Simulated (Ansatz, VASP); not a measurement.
## Al in VASP and in Ansatz

```xyz
2
Lattice="4.5467 0.0000 0.0000 -2.2734 3.9376 0.0000 0.0000 0.0000 2.7539" Properties=species:S:1:pos:R:3 pbc="T T T"
Al    0.0000    2.6251    1.3770
Al    2.2734    1.3125    1.3770
```

Alike in both runs: task relaxation of cell and atoms; functional r2SCAN; dispersion D3(BJ); k mesh 7 × 7 × 10; occupations fermi-dirac, width 0.05 eV; no spin polarisation.

```csv
,VASP,Ansatz
version,VASP 6.6.1,Ansatz 0.2.0
potentials or method,"VASP PAW PBE potentials, release 64 (Al)",Ansatz PAW
plane-wave cutoff (eV),600,500
valence electrons in the cell,6,6
```

```tsv
	VASP	Ansatz	Ansatz less VASP
gap on the k mesh at the Fermi level, each at its own relaxed structure (eV)	none	none	-
relaxed volume (Å³/atom)	23.77	23.83	+0.067
relaxed cell length with the largest relative difference (Å)	2.712	2.714	+0.0027
```

VASP's potentials were made for PBE, not for r2SCAN. A gap of «none» marks a metal or a gap that the smearing closes.

Noted on Ansatz's run: the plane-wave basis is chosen anew once the cell has moved, so the energies of steps on either side of that aren't comparable.
